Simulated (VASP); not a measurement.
# La2Y2O (P-3m1) in VASP: further runs

Runs on La2Y2O. Level: PBE. Tasks: single point, relaxation of cell and atoms.

All numbers are computed with VASP 6.6.1; they aren't measurements. Logs are shortened: lines on timing, memory, paths and dates and some standing lists are left out, and cuts for length are marked.

**1. The cell of the first run**

The structure is trigonal, space group P-3m1 (No. 164). The conventional cell has a = 3.616 Å, b = 3.616 Å, c = 11.866 Å, α = 90.00°, β = 90.00°, γ = 120.00°. Within 5.3 Å of La (site symmetry 3m) lie 12 La at 3.62 to 5.13 Å and 6 Y at 3.77 to 5.22 Å and 3 O at 4.91 Å. Within 3.4 Å of Y (site symmetry 3m) lie 3 O at 2.46 Å and 3 Y at 3.34 Å. O (site symmetry -3m) has 6 Y at 2.46 Å within 3.3 Å.

**2. Single point, PBE**

INCAR reads:

```
SYSTEM = La2Y2O
PREC     = Accurate       ! precision mode
ENCUT    = 520            ! plane-wave cutoff, eV
EDIFF    = 1E-6           ! SCF threshold, eV
ISMEAR   = 0              ! smearing method
SIGMA    = 0.2            ! smearing width, eV
LREAL    = .FALSE.        ! projectors in reciprocal space
LASPH    = .TRUE.         ! aspherical terms in the spheres
NELM     = 100            ! most SCF steps
ALGO     = Normal         ! electronic algorithm
ISIF     = 2              ! what is computed and relaxed
LWAVE    = .FALSE.        ! write WAVECAR
LCHARG   = .FALSE.        ! write CHGCAR
GGA      = PE             ! functional
NBANDS   = 33             ! bands
```

KPOINTS reads:

```
Automatic mesh
0
G
  5 5 2
  0 0 0
```

POSCAR reads:

```
La2Y2O
1.0
    3.6161723756      0.0000000000      0.0000000000
   -1.8080861878      3.1316971417      0.0000000000
    0.0000000000      0.0000000000     11.8655937168
La Y O
2 2 1
Direct
    0.3333333333      0.6666666667      0.6256496153
    0.6666666667      0.3333333333      0.3743503847
    0.3333333333      0.6666666667      0.1100679666
    0.6666666667      0.3333333333      0.8899320334
    0.0000000000      0.0000000000      0.0000000000
```

Potentials or basis: VASP PAW PBE potentials, release 64 (La, Y_sv, O).

The run is started by

```sh
> cat potpaw_PBE.64/La/POTCAR potpaw_PBE.64/Y_sv/POTCAR potpaw_PBE.64/O/POTCAR > POTCAR
> mpirun -np 1 vasp_std > vasp.out
```

OUTCAR:

```text
SYSTEM = La2Y2O
   PREC = Accurate
   ENCUT = 520
   EDIFF = 1E-6
   ISMEAR = 0
   LREAL = .FALSE.
   LASPH = .TRUE.
   NELM = 100
   ISIF = 2
   GGA = PE

 ion  position               nearest neighbor table
   1  0.333  0.667  0.626-   2 3.64   2 3.64   2 3.64   4 3.77   4 3.77   4 3.77
   2  0.667  0.333  0.374-   1 3.64   1 3.64   1 3.64   3 3.77   3 3.77   3 3.77
   3  0.333  0.667  0.110-   5 2.46   5 2.46   5 2.46   4 3.34   4 3.34   4 3.34   2 3.77   2 3.77
                             2 3.77
   4  0.667  0.333  0.890-   5 2.46   5 2.46   5 2.46   3 3.34   3 3.34   3 3.34   1 3.77   1 3.77
                             1 3.77
   5  0.000  0.000  0.000-   3 2.46   4 2.46   3 2.46   4 2.46   4 2.46   3 2.46

  LATTYP: Found a hexagonal cell.
 ALAT       =     3.6161723756
 C/A-ratio  =     3.2812577732

  Lattice vectors:

 A1 = (   3.6161723756,   0.0000000000,   0.0000000000)
 A2 = (  -1.8080861878,   3.1316971417,   0.0000000000)
 A3 = (   0.0000000000,   0.0000000000,  11.8655937168)

Analysis of symmetry for initial positions (statically):
=====================================================================
 Subroutine PRICEL returns:
 Original cell was already a primitive cell.

 Routine SETGRP: Setting up the symmetry group for a
 hexagonal supercell.

 Subroutine GETGRP returns: Found 12 space group operations
 (whereof 12 operations were pure point group operations)
 out of a pool of 24 trial point group operations.

The static configuration has the point symmetry D_3d.

Analysis of symmetry for dynamics (positions and initial velocities):
=====================================================================
 Subroutine PRICEL returns:
 Original cell was already a primitive cell.

 Routine SETGRP: Setting up the symmetry group for a
 hexagonal supercell.

 Subroutine GETGRP returns: Found 12 space group operations
 (whereof 12 operations were pure point group operations)
 out of a pool of 24 trial point group operations.

The dynamic configuration has the point symmetry D_3d.

 Subroutine INISYM returns: Found 12 space group operations
 (whereof 12 operations are pure point group operations),
 and found     1 'primitive' translations

----------------------------------------------------------------------------------------

                                     Primitive cell

  volume of cell :     134.3750

  direct lattice vectors                    reciprocal lattice vectors
     3.616172376  0.000000000  0.000000000     0.276535490  0.159657840  0.000000000
    -1.808086188  3.131697142  0.000000000     0.000000000  0.319315679  0.000000000
     0.000000000  0.000000000 11.865593717     0.000000000  0.000000000  0.084277283

  length of vectors
     3.616172376  3.616172376 11.865593717     0.319315679  0.319315679  0.084277283

  position of ions in fractional coordinates (direct lattice)
     0.333333333  0.666666667  0.625649615
     0.666666667  0.333333333  0.374350385
     0.333333333  0.666666667  0.110067967
     0.666666667  0.333333333  0.889932033
     0.000000000  0.000000000  0.000000000

  ion indices of the primitive-cell ions
   primitive index   ion index
                 1           1
                 2           2
                 3           3
                 4           4
                 5           5

----------------------------------------------------------------------------------------

 KPOINTS: Automatic mesh

Automatic generation of k-mesh.
 Grid dimensions read from file:
 generate k-points for:    5    5    2

 Generating k-lattice:

  Cartesian coordinates                     Fractional coordinates (reciprocal lattice)
     0.055307098  0.031931568  0.000000000     0.200000000 -0.000000000  0.000000000
     0.000000000  0.063863136  0.000000000     0.000000000  0.200000000  0.000000000
     0.000000000  0.000000000  0.042138642     0.000000000  0.000000000  0.500000000

  Length of vectors
     0.063863136  0.063863136  0.042138642

  Shift w.r.t. Gamma in fractional coordinates (k-lattice)
     0.000000000  0.000000000  0.000000000

 Subroutine IBZKPT returns following result:
 ===========================================

 Found     10 irreducible k-points:

 Following reciprocal coordinates:
            Coordinates               Weight
  0.000000  0.000000  0.000000      1.000000
  0.200000 -0.000000  0.000000      6.000000
  0.400000  0.000000  0.000000      6.000000
  0.200000  0.200000  0.000000      6.000000
  0.400000  0.200000  0.000000      6.000000
  0.000000  0.000000  0.500000      1.000000
  0.200000 -0.000000  0.500000      6.000000
  0.400000  0.000000  0.500000      6.000000
  0.200000  0.200000  0.500000      6.000000
  0.400000  0.200000  0.500000      6.000000
   k-points           NKPTS =     10   k-points in BZ     NKDIM =     10   number of bands    NBANDS=     33
   number of dos      NEDOS =    301   number of ions     NIONS =      5
   total plane-waves  NPLWV =  70560
   dimension x,y,z NGX =    28 NGY =   28 NGZ =   90
   dimension x,y,z NGXF=    56 NGYF=   56 NGZF=  180
   ions per type =               2   2   1
   NGX,Y,Z   is equivalent  to a cutoff of  12.87, 12.87, 12.61 a.u.
   NGXF,Y,Z  is equivalent  to a cutoff of  25.74, 25.74, 25.22 a.u.
 SYSTEM =  La2Y2O
   PREC   = accura    normal or accurate (medium, high low for compatibility)
   ISTART =      0    job   : 0-new  1-cont  2-samecut
   ICHARG =      2    charge: 1-file 2-atom 10-const
   ISPIN  =      1    spin polarized calculation?
   LNONCOLLINEAR =      F non collinear calculations
   LSORBIT =      F    spin-orbit coupling
   LASPH  =      T    aspherical Exc in radial PAW
   ENCUT  =  520.0 eV  38.22 Ry    6.18 a.u.   6.72  6.72 22.06*2*pi/ulx,y,z
   NELM   =    100;   NELMIN=  2; NELMDL= -5     # of ELM steps
   EDIFF  = 0.1E-05   stopping-criterion for ELM
   LREAL  =      F    real-space projection
   EDIFFG = 0.1E-04   stopping-criterion for IOM
   NSW    =      0    number of steps for IOM
   IBRION =     -1    ionic relax: 0-MD 1-quasi-New 2-CG
   NFREE  =      0    steps in history (QN), initial steepest desc. (CG)
   ISIF   =      2    stress and relaxation
   ISYM   =      2    0-nonsym 1-usesym 2-fastsym
   POTIM  = 0.5000    time-step for ionic-motion
   TEBEG  =    0.0;   TEEND  =   0.0 temperature during run
   PSTRESS=    0.0 pullay stress
   NELECT =      50.0000    total number of electrons
   NUPDOWN=      -1.0000    fix difference up-down
   EMIN   =  10.00;   EMAX   =-10.00  energy-range for DOS
   EFERMI =   0.00;   METHOD = LEGACY
   ISMEAR =     0;   SIGMA  =   0.20  broadening in eV -4-tet -1-fermi 0-gaus
   EFERMI_NEDOS =   21; number of points for ismear=-14 and -15
   IALGO  =     38    algorithm
   IMIX   =      4    mixing-type and parameters
     AMIX     =   0.40;   BMIX     =  1.00
     AMIX_MAG =   1.60;   BMIX_MAG =  1.00
  volume/ion in A,a.u.               =      26.87       181.36
  Fermi-wavevector in a.u.,A,eV,Ry     =   1.177494  2.225141 18.864372  1.386492
  Thomas-Fermi vector in A             =   2.313840
   LORBIT       =      0    0 simple, 1 ext, 2 COOP (PROOUT), +10 PAW based schemes
   GGA     = PE    functional components
   LHFCALC =     F    Hartree Fock is set to
   AEXX    =    0.0000 exact exchange contribution
   IVDW    =     0    specifies the selected vdW correction
   LEPSILON=     F    determine dielectric tensor
   LRPA    =     F    only Hartree local field effects (RPA)
 non-spin polarized calculation
 Gauss-broadening in eV      SIGMA  =   0.20
  energy-cutoff  :      520.00
  volume of cell :      134.37
 maximum number of plane-waves:      3644
 NGX is ok and might be reduce to    28
   NGX = 13   NGY = 13   NGZ = 45

 number of electron      49.9999997 magnetization

 Free energy of the ion-electron system (eV)
  ---------------------------------------------------
  ext. energy  EPLUGINS =         0.00000000
  ---------------------------------------------------
  free energy    TOTEN  =       -32.92536778 eV

  energy without entropy =      -32.78087266  energy(sigma->0) =      -32.85312022

 E-fermi :   6.3337     XC(G=0):  -9.9559

 val. band max:        6.3238021604   @ k =   0.2000  -0.0000   0.5000
 cond. band min:       6.3413990224   @ k =   0.4000   0.0000   0.0000
 fundamental gap:      0.0175968620
 Fermi energy:         6.3337392623

 k-point     1 :       0.0000    0.0000    0.0000
  band No.  band energies     occupation
      1     -36.4715      2.00000
      2     -36.3858      2.00000
      3     -26.3556      2.00000
      4     -26.2187      2.00000
      5     -17.0558      2.00000
      6     -16.2712      2.00000
[... 25 lines left out ...]
     32       7.9558      0.00000
     33       8.1976      0.00000

 k-point     2 :       0.2000   -0.0000    0.0000
  band No.  band energies     occupation
      1     -36.4494      2.00000
      2     -36.3784      2.00000
      3     -26.2784      2.00000
      4     -26.1633      2.00000
      5     -17.0199      2.00000
      6     -16.4799      2.00000
[... 25 lines left out ...]
     32       8.1875      0.00000
     33       8.2674      0.00000

 k-point     3 :       0.4000    0.0000    0.0000
  band No.  band energies     occupation
      1     -36.4083      2.00000
      2     -36.3716      2.00000
      3     -26.1410      2.00000
      4     -26.0799      2.00000
      5     -17.0654      2.00000
      6     -16.7201      2.00000
[... 25 lines left out ...]
     32       8.3100      0.00000
     33       8.3831      0.00000

 k-point     4 :       0.2000    0.2000    0.0000
  band No.  band energies     occupation
      1     -36.4173      2.00000
      2     -36.3718      2.00000
      3     -26.1696      2.00000
      4     -26.0943      2.00000
      5     -17.0123      2.00000
      6     -16.6153      2.00000
[... 169 lines left out ...]
     32       8.2946      0.00000
     33       8.4104      0.00000

 k-point     9 :       0.2000    0.2000    0.5000
  band No.  band energies     occupation
      1     -36.4173      2.00000
      2     -36.3718      2.00000
      3     -26.1696      2.00000
      4     -26.0943      2.00000
      5     -17.0123      2.00000
      6     -16.6153      2.00000
[... 25 lines left out ...]
     32       8.2678      0.00000
     33       8.4650      0.00000

 k-point    10 :       0.4000    0.2000    0.5000
  band No.  band energies     occupation
      1     -36.3909      2.00000
      2     -36.3741      2.00000
      3     -26.0898      2.00000
      4     -26.0617      2.00000
      5     -17.0250      2.00000
      6     -16.7082      2.00000
[... 25 lines left out ...]
     32       8.2381      0.00000
     33       8.2779      0.00000

------------------------ aborting loop because EDIFF is reached ----------------------------------------

  FORCE on cell =-STRESS in cart. coord.  units (eV):
  Direction    XX          YY          ZZ          XY          YZ          ZX
  --------------------------------------------------------------------------------------
  -------------------------------------------------------------------------------------
  Total        0.0673042      0.0673042      0.3120717     -0.0000000      0.0000000      0.0000000
  in kB        0.8024803      0.8024803      3.7208886     -0.0000000      0.0000000      0.0000000
  external PRESSURE =       1.7752831 kB  Pullay stress =       0.0000000 kB

 VOLUME and BASIS-vectors are now :
 -----------------------------------------------------------------------------
  energy-cutoff  :      520.00
  volume of cell :      134.37
      direct lattice vectors                 reciprocal lattice vectors
     3.616172376  0.000000000  0.000000000     0.276535490  0.159657840  0.000000000
    -1.808086188  3.131697142  0.000000000     0.000000000  0.319315679  0.000000000
     0.000000000  0.000000000 11.865593717     0.000000000  0.000000000  0.084277283

 POSITION                                       TOTAL-FORCE (eV/Angst)
 -----------------------------------------------------------------------------------
     -0.00000      2.08780      7.42370         0.000000      0.000000      0.037951
      1.80809      1.04390      4.44189        -0.000000     -0.000000     -0.037951
     -0.00000      2.08780      1.30602        -0.000000      0.000000     -0.040424
      1.80809      1.04390     10.55957         0.000000      0.000000      0.040424
      0.00000      0.00000      0.00000         0.000000      0.000000      0.000000
 -----------------------------------------------------------------------------------
    total drift:                                0.000000     -0.000000      0.000000

  FREE ENERGIE OF THE ION-ELECTRON SYSTEM (eV)
  ---------------------------------------------------
  free  energy   TOTEN  =       -32.9253677826 eV

  energy  without entropy=      -32.7808726646  energy(sigma->0) =      -32.85312022
```

Run time: 2 min. Hardware: 1 thread of Intel Xeon 6975P-C (Granite Rapids), shared host; peak memory 0.27 GiB.

Results:

- Free energy: -32.9254 eV
- Pressure: 0.2 GPa
- Largest force: 0.040 eV/Å
- Band gap on the k mesh: zero (bands 25 and 26 overlap by 1.25 eV)

Forces on the atoms (eV/Å):
```
La   0.000  0.000  0.038
La   0.000  0.000 -0.038
Y    0.000  0.000 -0.040
Y    0.000  0.000  0.040
O    0.000  0.000  0.000
```

Caveat: the k points lie up to 0.40 Å⁻¹ apart, too coarse for converged energies and pressures of a metal; spin-orbit coupling is left out, which moves the levels of the heavy elements.

**3. Single point, PBE**

This run uses another cell than the first one, of 29.00 Å³/atom.

INCAR reads:

```
SYSTEM = La2Y2O
  PREC = Accurate
  ENCUT = 520
  EDIFF = 1E-6
  ISMEAR = 0
  SIGMA = 0.2
  LREAL = .FALSE.
  LASPH = .TRUE.
  NELM = 80
  ALGO = Normal
  ISIF = 2
  LWAVE = .FALSE.
  LCHARG = .FALSE.
  GGA = PE
  NBANDS = 33
```

KPOINTS is that of step 2.

POSCAR reads:

```
La2Y2O
1.0
    3.7247768529      0.0000000000      0.0000000000
   -1.8623884265      3.2257513781      0.0000000000
    0.0000000000      0.0000000000     12.0673076662
La Y O
2 2 1
Direct
    0.3333333333      0.6666666667      0.1167158015
    0.6666666667      0.3333333333      0.8832841985
    0.6666666667      0.3333333333      0.3867229042
    0.3333333333      0.6666666667      0.6132770958
    0.0000000000      0.0000000000      0.0000000000
```

Potentials or basis: VASP PAW PBE potentials, release 64 (La, Y_sv, O).

The run is started by

```sh
> cat potpaw_PBE.64/La/POTCAR potpaw_PBE.64/Y_sv/POTCAR potpaw_PBE.64/O/POTCAR > POTCAR
> mpirun -np 1 vasp_std > vasp.out
```

Run time: 2.6 min. Hardware: 1 thread of Intel Xeon 6975P-C (Granite Rapids), shared host; peak memory 0.27 GiB.

It converged, with:

```yaml
Free_energy: -32.7179 eV
Pressure: -0.1 GPa
Largest_force: 0.030 eV/Å
Band_gap_on_the_k_mesh: zero (bands 25 and 26 overlap by 0.50 eV)
```

Forces on the atoms (eV/Å):
```
La   0.000  0.000  0.030
La   0.000  0.000 -0.030
Y    0.000  0.000 -0.025
Y    0.000  0.000  0.025
O    0.000  0.000  0.000
```

Levels at points of the mesh, in eV from the Fermi level:
```
           k point  band 21  band 22  band 23  band 24  band 25  band 26  band 27  band 28  band 29  band 30
(0.00, 0.00, 0.00)    -3.97    -2.44    -1.16    -0.40     0.50     0.84     1.32     1.32     1.59     1.68
(0.00, 0.00, 0.50)    -3.89    -2.65    -1.04    -0.30     0.44     0.97     1.33     1.33     1.63     1.67
```

Caveat: the k points lie up to 0.39 Å⁻¹ apart; spin-orbit coupling is left out, which moves the levels of the heavy elements.

**4. Relaxation of cell and atoms, PBE**

This run uses another cell than the first one, of 23.39 Å³/atom.

INCAR reads:

```
SYSTEM = La2Y2O
PREC = Accurate
ENCUT = 600
EDIFF = 1E-6
ISMEAR = 0
SIGMA = 0.2
LREAL = .FALSE.
LASPH = .TRUE.
NELM = 100
ALGO = Normal
ISIF = 3
LWAVE = .FALSE.
LCHARG = .FALSE.
GGA = PE
IBRION = 2
NSW = 36
EDIFFG = -0.08
```

KPOINTS is that of step 3.

POSCAR reads:

```
La2Y2O
1.0
    3.5200000000      0.0000000000      0.0000000000
   -1.7600000000      3.0484094200      0.0000000000
    0.0000000000      0.0000000000     10.9000000000
La Y O
2 2 1
Direct
    0.3333333300      0.6666666700      0.1250000000
    0.6666666700      0.3333333300      0.8750000000
    0.6666666700      0.3333333300      0.3780000000
    0.3333333300      0.6666666700      0.6220000000
    0.0000000000      0.0000000000      0.0000000000
```

The run is started by

```sh
> cat potpaw_PBE.64/La/POTCAR potpaw_PBE.64/Y_sv/POTCAR potpaw_PBE.64/O/POTCAR > POTCAR
> mpirun -np 1 vasp_std > vasp.out
```

Wall time 9.2 min (1 thread of Intel Xeon 6975P-C (Granite Rapids), shared host); peak memory 0.31 GiB.

The run converged. Its results:

* Free energy: -32.7121 eV
* Relaxed volume: 28.79 Å³/atom
* Relaxed cell: a = 3.723 Å, b = 3.723 Å, c = 11.993 Å, α = 90.00°, β = 90.00°, γ = 120.00°
* Space group after relaxing (to 0.1 Å): P-3m1 (No. 164)
* Energy gained by relaxing: 205.8 meV/atom
* Ionic steps: 7
* Pressure after relaxing: 0.1 GPa
* Largest force after relaxing: 0.059 eV/Å
* Band gap on the k mesh: zero (bands 25 and 26 overlap by 0.52 eV)

Forces on the atoms (eV/Å):
```
La   0.000  0.000 -0.025
La   0.000  0.000  0.025
Y    0.000  0.000 -0.059
Y    0.000  0.000  0.059
O    0.000  0.000  0.000
```

Stress tensor (GPa, compression positive):
```
0.03 0.00 0.00
0.00 0.03 0.00
0.00 0.00 0.20
```

The path:
| step | energy change (eV) | largest force (eV/Å) | pressure (GPa) | volume (Å³) |
| --- | --- | --- | --- | --- |
| 1 | 0.0000 | 0.8342 | 13.40 | 116.96 |
| 2 | -0.7779 | 0.7894 | -3.65 | 153.29 |
| 3 | -0.9262 | 0.5416 | 0.04 | 141.29 |
| 4 | -0.9683 | 0.4220 | -0.01 | 141.97 |
| 5 | -1.0232 | 0.1069 | -0.06 | 143.69 |
| 6 | -1.0253 | 0.1091 | -0.04 | 144.09 |
| 7 | -1.0290 | 0.0587 | 0.08 | 143.96 |

Final structure:
```yaml
crystal:
  lattice:
    - [3.72290, 0.00000, 0.00000]
    - [-1.86145, 3.22413, 0.00000]
    - [0.00000, 0.00000, 11.99325]
  atoms:
    - { symbol: La, position: [0.33333, 0.66667, 0.11798] }
    - { symbol: La, position: [0.66667, 0.33333, 0.88202] }
    - { symbol: Y, position: [0.66667, 0.33333, 0.38717] }
    - { symbol: Y, position: [0.33333, 0.66667, 0.61283] }
    - { symbol: O, position: [0.00000, 0.00000, 0.00000] }
```

Levels at points of the mesh, in eV from the Fermi level:
| k point | band 22 | band 23 | band 24 | band 25 | band 26 | band 27 | band 28 | band 29 |
| --- | --- | --- | --- | --- | --- | --- | --- | --- |
| (0.00, 0.00, 0.00) | -2.42 | -1.14 | -0.40 | 0.53 | 0.86 | 1.33 | 1.33 | 1.63 |
| (0.00, 0.00, 0.50) | -2.64 | -1.04 | -0.28 | 0.49 | 0.98 | 1.34 | 1.34 | 1.73 |

Caveat: the k points lie up to 0.39 Å⁻¹ apart in the final cell, too coarse for converged energies and pressures of a metal; the volume moved by over 15 % at a fixed basis, so the end points are rough; spin-orbit coupling is left out, which moves the levels of the heavy elements; the relaxation stopped at a loose force limit of 0.08 eV/Å, so its end isn't a converged minimum.

(Continued in part 2 of 2.)
